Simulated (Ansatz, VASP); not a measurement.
# Al in VASP and in Ansatz

File INCAR:

```
SYSTEM = Al
ALGO = Normal
EDIFF = 1E-6
ENCUT = 520
GGA = PS
ISIF = 2
ISMEAR = -1
LASPH = .TRUE.
LCHARG = .FALSE.
LREAL = Auto
LWAVE = .FALSE.
NBANDS = 42
NELM = 100
PREC = Accurate
SIGMA = 0.05
```

File KPOINTS:

```
k-points
0
G
  3 3 3
  0 0 0
```

Contents of POSCAR:

```
Al
1.0
   -4.2186830272      2.4356577814     -4.8668500000
    4.2186830273      2.4356577814     -4.8668500000
   -0.0000000001     -4.8713155628     -4.8668500000
Al
18
Direct
    0.9722222222      0.9722222222      0.3055555556
    0.3055555556      0.9722222222      0.9722222222
    0.6388888889      0.3055555556      0.3055555556
    0.3055555556      0.6388888889      0.3055555556
    0.9722222222      0.3055555556      0.9722222222
    0.6388888889      0.9722222222      0.6388888889
    0.3055555556      0.3055555556      0.6388888889
    0.6388888889      0.6388888889      0.9722222222
    0.9722222222      0.6388888889      0.6388888889
    0.3611111111      0.0277777778      0.3611111111
    0.6944444444      0.0277777778      0.0277777778
    0.0277777778      0.3611111111      0.3611111111
    0.6944444444      0.6944444444      0.3611111111
    0.3611111111      0.3611111111      0.0277777778
    0.0277777778      0.0277777778      0.6944444444
    0.6944444444      0.3611111111      0.6944444444
    0.0277777778      0.6944444444      0.0277777778
    0.3611111111      0.6944444444      0.6944444444
```

Input for Ansatz:

```yaml
crystal:
  lattice:
    - [-4.2186830272, 2.4356577814, -4.86685]
    - [4.2186830273, 2.4356577814, -4.86685]
    - [-1.0e-10, -4.8713155628, -4.86685]
  atoms:
    - { symbol: Al, position: [0.9722222222, 0.9722222222, 0.3055555556] }
    - { symbol: Al, position: [0.3055555556, 0.9722222222, 0.9722222222] }
    - { symbol: Al, position: [0.6388888889, 0.3055555556, 0.3055555556] }
    - { symbol: Al, position: [0.3055555556, 0.6388888889, 0.3055555556] }
    - { symbol: Al, position: [0.9722222222, 0.3055555556, 0.9722222222] }
    - { symbol: Al, position: [0.6388888889, 0.9722222222, 0.6388888889] }
    - { symbol: Al, position: [0.3055555556, 0.3055555556, 0.6388888889] }
    - { symbol: Al, position: [0.6388888889, 0.6388888889, 0.9722222222] }
    - { symbol: Al, position: [0.9722222222, 0.6388888889, 0.6388888889] }
    - { symbol: Al, position: [0.3611111111, 0.0277777778, 0.3611111111] }
    - { symbol: Al, position: [0.6944444444, 0.0277777778, 0.0277777778] }
    - { symbol: Al, position: [0.0277777778, 0.3611111111, 0.3611111111] }
    - { symbol: Al, position: [0.6944444444, 0.6944444444, 0.3611111111] }
    - { symbol: Al, position: [0.3611111111, 0.3611111111, 0.0277777778] }
    - { symbol: Al, position: [0.0277777778, 0.0277777778, 0.6944444444] }
    - { symbol: Al, position: [0.6944444444, 0.3611111111, 0.6944444444] }
    - { symbol: Al, position: [0.0277777778, 0.6944444444, 0.0277777778] }
    - { symbol: Al, position: [0.3611111111, 0.6944444444, 0.6944444444] }
basis:
  ecutwfc: 420
kpoints:
  mp_grid: { grid: [3, 3, 3], shift: [0.0, 0.0, 0.0] }
hamiltonian:
  xc: pbesol
scf:
  occupations: { method: fermi_dirac, width: 0.05 }
output:
  forces: true
  stress: true
  eigenvalues: true
```

Alike in both runs: task single point; functional PBEsol; k mesh 3 × 3 × 3; occupations fermi-dirac, width 0.05 eV; no spin polarisation.

|  | VASP | Ansatz |
| --- | --- | --- |
| version | VASP 6.6.1 | Ansatz 0.2.0 |
| potentials or method | VASP PAW PBE potentials, release 64 (Al), cutoff 520 eV | scalar-relativistic, plane waves, PAW |
| valence electrons in the cell | 54 | 54 |

|  | VASP | Ansatz | Ansatz less VASP |
| --- | --- | --- | --- |
| gap on the k mesh at the Fermi level (eV) | none | none | - |
| pressure (GPa) | -1.0 | -1.1 | -0.10 |
| traceless stress, the component that is largest in VASP (GPa) | -1.62 | -1.59 | +0.029 |
| rms of the force components (eV/Å) | 0.004 | 0.004 | 0.0000 |

VASP's potentials were made for PBE, not for PBEsol. Atom by atom the forces differ by 0.000 eV/Å (rms over components). A gap of «none» marks a metal or a gap that the smearing closes. With one functional, cell and mesh, what is left measures potentials, basis and numerics.
